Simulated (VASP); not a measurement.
# GaP (P6_3/mmc) in VASP: single point with HSE06

Aim: the single point of GaP with HSE06.

Everything below comes from runs of VASP 6.6.1. Logs are shortened: lines on timing, memory, paths and dates and some standing lists are left out, and cuts for length are marked.

## 1. The cell of the first run

Symmetry: P6_3/mmc, No. 194, hexagonal system. Conventional cell: a = 3.597 Å, b = 3.597 Å, c = 6.031 Å, α = 90.00°, β = 90.00°, γ = 120.00°. Within 3.4 Å of Ga (site symmetry -3m) lie 6 P at 2.57 Å and 2 Ga at 3.02 Å. Within 3.4 Å of P (site symmetry -6m2) lie 6 Ga at 2.57 Å.

## 2. Single point, HSE06

File POSCAR:

```
GaP
1.0
    3.5965004571      0.0000000000      0.0000000000
   -1.7982502286      3.1146607606      0.0000000000
    0.0000000000      0.0000000000      6.0305309388
Ga P
2 2
Direct
    0.0000000000      0.0000000000      0.0000000000
    0.0000000000      0.0000000000      0.5000000000
    0.3333333333      0.6666666667      0.2500000000
    0.6666666667      0.3333333333      0.7500000000
```

File INCAR.step1:

```
SYSTEM = GaP
ALGO = Normal
EDIFF = 1E-5
ENCUT = 520
GGA = PE
ISIF = 2
ISMEAR = -1
LASPH = .TRUE.
LCHARG = .FALSE.
LREAL = .FALSE.
LWAVE = .TRUE.
NBANDS = 26
NELM = 60
PREC = Accurate
SIGMA = 0.02
```

File INCAR.step2:

```
SYSTEM = GaP
ALGO = Normal
EDIFF = 1E-6
ENCUT = 520
GGA = PE
HFSCREEN = 0.2079
ISIF = 2
ISMEAR = -1
ISTART = 1
LASPH = .TRUE.
LCHARG = .FALSE.
LHFCALC = .TRUE.
LREAL = .FALSE.
LWAVE = .FALSE.
NBANDS = 26
NELM = 60
PREC = Accurate
PRECFOCK = Normal
SIGMA = 0.02
```

File KPOINTS:

```
k-points
0
G
  6 6 2
  0 0 0
```

Potentials or basis: VASP PAW PBE potentials, release 64 (Ga_d, P).

Started as:

```
> cat potpaw_PBE.64/Ga_d/POTCAR potpaw_PBE.64/P/POTCAR > POTCAR
> cp INCAR.step1 INCAR
> mpirun -np 1 vasp_std > vasp.out
> cp INCAR.step2 INCAR
> mpirun -np 1 vasp_std > vasp.out
```

OUTCAR:

```text
SYSTEM = GaP
   EDIFF = 1E-6
   ENCUT = 520
   GGA = PE
   HFSCREEN = 0.2079
   ISIF = 2
   ISMEAR = -1
   ISTART = 1
   LASPH = .TRUE.
   LHFCALC = .TRUE.
   LREAL = .FALSE.
   NELM = 60
   PREC = Accurate
   PRECFOCK = Normal

 ion  position               nearest neighbor table
   1  0.000  0.000  0.000-   3 2.57   4 2.57   4 2.57   3 2.57   4 2.57   3 2.57
   2  0.000  0.000  0.500-   3 2.57   4 2.57   4 2.57   3 2.57   4 2.57   3 2.57
   3  0.333  0.667  0.250-   1 2.57   2 2.57   1 2.57   2 2.57   1 2.57   2 2.57
   4  0.667  0.333  0.750-   1 2.57   2 2.57   1 2.57   2 2.57   1 2.57   2 2.57

  LATTYP: Found a hexagonal cell.
 ALAT       =     3.5965004571
 C/A-ratio  =     1.6767774704

  Lattice vectors:

 A1 = (   3.5965004571,   0.0000000000,   0.0000000000)
 A2 = (  -1.7982502286,   3.1146607606,   0.0000000000)
 A3 = (   0.0000000000,   0.0000000000,   6.0305309388)

Analysis of symmetry for initial positions (statically):
=====================================================================
 Subroutine PRICEL returns:
 Original cell was already a primitive cell.

 Routine SETGRP: Setting up the symmetry group for a
 hexagonal supercell.

 Subroutine GETGRP returns: Found 24 space group operations
 (whereof 12 operations were pure point group operations)
 out of a pool of 24 trial point group operations.

The static configuration has the point symmetry D_3d.
 The point group associated with its full space group is D_6h.

Analysis of symmetry for dynamics (positions and initial velocities):
=====================================================================
 Subroutine PRICEL returns:
 Original cell was already a primitive cell.

 Routine SETGRP: Setting up the symmetry group for a
 hexagonal supercell.

 Subroutine GETGRP returns: Found 24 space group operations
 (whereof 12 operations were pure point group operations)
 out of a pool of 24 trial point group operations.

The dynamic configuration has the point symmetry D_3d.
 The point group associated with its full space group is D_6h.

 Subroutine INISYM returns: Found 24 space group operations
 (whereof 12 operations are pure point group operations),
 and found     1 'primitive' translations

----------------------------------------------------------------------------------------

                                     Primitive cell

  volume of cell :      67.5533

  direct lattice vectors                    reciprocal lattice vectors
     3.596500457  0.000000000  0.000000000     0.278048067  0.160531126  0.000000000
    -1.798250229  3.114660761  0.000000000     0.000000000  0.321062253  0.000000000
     0.000000000  0.000000000  6.030530939     0.000000000  0.000000000  0.165822879

  length of vectors
     3.596500457  3.596500457  6.030530939     0.321062253  0.321062253  0.165822879

  position of ions in fractional coordinates (direct lattice)
     0.000000000  0.000000000  0.000000000
     0.000000000  0.000000000  0.500000000
     0.333333333  0.666666667  0.250000000
     0.666666667  0.333333333  0.750000000

  ion indices of the primitive-cell ions
   primitive index   ion index
                 1           1
                 2           2
                 3           3
                 4           4

----------------------------------------------------------------------------------------

 KPOINTS: k-points

Automatic generation of k-mesh.
 Grid dimensions read from file:
 generate k-points for:    6    6    2

 Generating k-lattice:

  Cartesian coordinates                     Fractional coordinates (reciprocal lattice)
     0.046341344  0.026755188  0.000000000     0.166666667  0.000000000  0.000000000
     0.000000000  0.053510375  0.000000000     0.000000000  0.166666667  0.000000000
     0.000000000  0.000000000  0.082911439     0.000000000  0.000000000  0.500000000

  Length of vectors
     0.053510375  0.053510375  0.082911439

  Shift w.r.t. Gamma in fractional coordinates (k-lattice)
     0.000000000  0.000000000  0.000000000

 Subroutine IBZKPT returns following result:
 ===========================================

 Found     14 irreducible k-points:

 Following reciprocal coordinates:
            Coordinates               Weight
  0.000000  0.000000  0.000000      1.000000
  0.166667  0.000000  0.000000      6.000000
  0.333333  0.000000  0.000000      6.000000
  0.500000  0.000000  0.000000      3.000000
  0.166667  0.166667  0.000000      6.000000
  0.333333  0.166667  0.000000     12.000000
  0.333333  0.333333  0.000000      2.000000
  0.000000  0.000000  0.500000      1.000000
  0.166667  0.000000  0.500000      6.000000
  0.333333  0.000000  0.500000      6.000000
  0.500000  0.000000  0.500000      3.000000
  0.166667  0.166667  0.500000      6.000000
  0.333333  0.166667  0.500000     12.000000
  0.333333  0.333333  0.500000      2.000000
   k-points           NKPTS =     14   k-points in BZ     NKDIM =     72   number of bands    NBANDS=     26
   number of dos      NEDOS =    301   number of ions     NIONS =      4
   total plane-waves  NPLWV =  37632
   dimension x,y,z NGX =    28 NGY =   28 NGZ =   48
   dimension x,y,z NGXF=    56 NGYF=   56 NGZF=   96
   ions per type =               2   2
   NGX,Y,Z   is equivalent  to a cutoff of  12.94, 12.94, 13.23 a.u.
   NGXF,Y,Z  is equivalent  to a cutoff of  25.89, 25.89, 26.46 a.u.
 SYSTEM =  GaP
   PREC   = accura    normal or accurate (medium, high low for compatibility)
   ISTART =      1    job   : 0-new  1-cont  2-samecut
   ICHARG =      0    charge: 1-file 2-atom 10-const
   ISPIN  =      1    spin polarized calculation?
   LNONCOLLINEAR =      F non collinear calculations
   LSORBIT =      F    spin-orbit coupling
   LASPH  =      T    aspherical Exc in radial PAW
   ENCUT  =  520.0 eV  38.22 Ry    6.18 a.u.   6.69  6.69 11.21*2*pi/ulx,y,z
   NELM   =     60;   NELMIN=  2; NELMDL=  0     # of ELM steps
   EDIFF  = 0.1E-05   stopping-criterion for ELM
   LREAL  =      F    real-space projection
   EDIFFG = 0.1E-04   stopping-criterion for IOM
   NSW    =      0    number of steps for IOM
   IBRION =     -1    ionic relax: 0-MD 1-quasi-New 2-CG
   NFREE  =      0    steps in history (QN), initial steepest desc. (CG)
   ISIF   =      2    stress and relaxation
   ISYM   =      3    0-nonsym 1-usesym 2-fastsym
   POTIM  = 0.5000    time-step for ionic-motion
   TEBEG  =    0.0;   TEEND  =   0.0 temperature during run
   PSTRESS=    0.0 pullay stress
   NELECT =      36.0000    total number of electrons
   NUPDOWN=      -1.0000    fix difference up-down
   EMIN   =  10.00;   EMAX   =-10.00  energy-range for DOS
   EFERMI =   0.00;   METHOD = LEGACY
   ISMEAR =    -1;   SIGMA  =   0.02  broadening in eV -4-tet -1-fermi 0-gaus
   EFERMI_NEDOS =   21; number of points for ismear=-14 and -15
   IALGO  =     38    algorithm
   IMIX   =      1    mixing-type and parameters
     AMIX     =   0.40;   BMIX     =  1.00
     AMIX_MAG =   1.60;   BMIX_MAG =  1.00
  volume/ion in A,a.u.               =      16.89       113.97
  Fermi-wavevector in a.u.,A,eV,Ry     =   1.327273  2.508182 23.968745  1.761653
  Thomas-Fermi vector in A             =   2.456597
   LORBIT       =      0    0 simple, 1 ext, 2 COOP (PROOUT), +10 PAW based schemes
   GGA     = PE    functional components
   LHFCALC =     T    Hartree Fock is set to
   PRECFOCK=normal    Normal, Fast or Accurate (Low or Medium for compatibility)
   ENCUT4O =  -1.0   cutoff for four orbital integrals eV
   NKREDX  =     1    reduce k-point grid by
   NKREDY  =     1    reduce k-point grid by
   NKREDZ  =     1    reduce k-point grid by
   AEXX    =    0.2500 exact exchange contribution
   HFSCREEN=    0.2079 screening length (either q_TF or 0.3 A-1)
   HFSCREENC=   0.2079 screening length for correlation (either q_TF or 0.3 A-1)
   ENCUTFOCK=  -1.0 apply spherical cutoff to Coloumb kernel
   IVDW    =     0    specifies the selected vdW correction
   LEPSILON=     F    determine dielectric tensor
   LRPA    =     F    only Hartree local field effects (RPA)
 non-spin polarized calculation
  energy-cutoff  :      520.00
  volume of cell :       67.55
 maximum number of plane-waves:      1858
 NGX is ok and might be reduce to    28
  NGX = 24; NGY = 24; NGZ = 36

 number of electron      35.9999992 magnetization

 Free energy of the ion-electron system (eV)
  ---------------------------------------------------
  ext. energy  EPLUGINS =         0.00000000
  ---------------------------------------------------
  free energy    TOTEN  =       -19.45704039 eV

  energy without entropy =      -19.45677109  energy(sigma->0) =      -19.45690574

 E-fermi :   6.6361     XC(G=0):  -9.0784

 val. band max:        6.5493936249   @ k =   0.5000   0.0000   0.0000
 cond. band min:       6.7338136716   @ k =   0.0000   0.0000   0.0000
 fundamental gap:      0.1844200467
 Fermi energy:         6.6361120811

 k-point     1 :       0.0000    0.0000    0.0000
  band No.  band energies     occupation
      1     -11.2457      2.00000
      2     -11.2119      2.00000
      3     -11.2119      2.00000
      4     -11.1325      2.00000
      5     -11.1325      2.00000
      6     -11.1132      2.00000
[... 18 lines left out ...]
     25      13.2429      0.00000
     26      14.6628      0.00000

 k-point     2 :       0.1667    0.0000    0.0000
  band No.  band energies     occupation
      1     -11.2507      2.00000
      2     -11.2403      2.00000
      3     -11.2113      2.00000
      4     -11.1417      2.00000
      5     -11.1240      2.00000
      6     -11.1183      2.00000
[... 18 lines left out ...]
     25      13.7456      0.00000
     26      14.1610      0.00000

 k-point     3 :       0.3333    0.0000    0.0000
  band No.  band energies     occupation
      1     -11.3234      2.00000
      2     -11.2305      2.00000
      3     -11.2139      2.00000
      4     -11.1621      2.00000
      5     -11.1292      2.00000
      6     -11.1122      2.00000
[... 282 lines left out ...]
 k-point    13 :       0.3333    0.1667    0.5000
  band No.  band energies     occupation
      1     -11.2511      2.00000
      2     -11.2511      2.00000
      3     -11.1730      2.00000
      4     -11.1730      2.00000
      5     -11.1206      2.00000
      6     -11.1206      2.00000
[... 18 lines left out ...]
     25      16.4063      0.00000
     26      16.4063      0.00000

 k-point    14 :       0.3333    0.3333    0.5000
  band No.  band energies     occupation
      1     -11.2456      2.00000
      2     -11.2456      2.00000
      3     -11.1875      2.00000
      4     -11.1875      2.00000
      5     -11.1108      2.00000
      6     -11.1108      2.00000
[... 18 lines left out ...]
     25      16.2010      0.00000
     26      16.2010      0.00000

------------------------ aborting loop because EDIFF is reached ----------------------------------------

  FORCE on cell =-STRESS in cart. coord.  units (eV):
  Direction    XX          YY          ZZ          XY          YZ          ZX
  --------------------------------------------------------------------------------------
  -------------------------------------------------------------------------------------
  Total       -0.1627674     -0.1627674     -0.4506659      0.0000000      0.0000000      0.0000000
  in kB       -3.8603929     -3.8603929    -10.6885525      0.0000000      0.0000000      0.0000000
  external PRESSURE =      -6.1364461 kB  Pullay stress =       0.0000000 kB

 VOLUME and BASIS-vectors are now :
 -----------------------------------------------------------------------------
  energy-cutoff  :      520.00
  volume of cell :       67.55
      direct lattice vectors                 reciprocal lattice vectors
     3.596500457  0.000000000  0.000000000     0.278048067  0.160531126  0.000000000
    -1.798250229  3.114660761  0.000000000     0.000000000  0.321062253  0.000000000
     0.000000000  0.000000000  6.030530939     0.000000000  0.000000000  0.165822879

 POSITION                                       TOTAL-FORCE (eV/Angst)
 -----------------------------------------------------------------------------------
      0.00000      0.00000      0.00000        -0.000000      0.000000     -0.000000
      0.00000      0.00000      3.01527        -0.000000      0.000000     -0.000000
     -0.00000      2.07644      1.50763        -0.000000      0.000000     -0.000000
      1.79825      1.03822      4.52290         0.000000     -0.000000      0.000000
 -----------------------------------------------------------------------------------
    total drift:                                0.000012      0.000000     -0.000028

  FREE ENERGIE OF THE ION-ELECTRON SYSTEM (eV)
  ---------------------------------------------------
  free  energy   TOTEN  =       -19.4570403861 eV

  energy  without entropy=      -19.4567710864  energy(sigma->0) =      -19.45690574
```

It took 2.2 h on 1 thread of Oxide Virtual Turin-like, shared host; peak memory 0.29 GiB.

Results:

* Free energy: -19.4570 eV
* Pressure: -0.6 GPa
* Band gap on the k mesh: zero (bands 18 and 19 overlap by 3.95 eV)

Stress tensor (GPa, compression positive):
```
-0.39  0.00  0.00
 0.00 -0.39  0.00
 0.00  0.00 -1.07
```

Levels at points of the mesh, in eV from the Fermi level:
```tsv
k point	band 16	band 17	band 18	band 19	band 20	band 21
(0.00, 0.00, 0.00)	-0.46	0.10	0.10	1.57	3.48	5.62
(0.50, 0.00, 0.00)	-5.00	-3.23	-0.09	1.58	1.89	3.39
(0.00, 0.00, 0.50)	-0.16	-0.16	-0.16	3.40	3.40	5.08
(0.50, 0.00, 0.50)	-2.30	-2.14	-2.14	0.14	0.14	3.76
```

Caveat: the k points lie up to 0.52 Å⁻¹ apart, too coarse for converged energies and pressures of a metal; the PAW data sets were made with another functional, which shifts forces and pressure a little.

The gap in the log of VASP goes by the Fermi energy; the results here count the filled bands.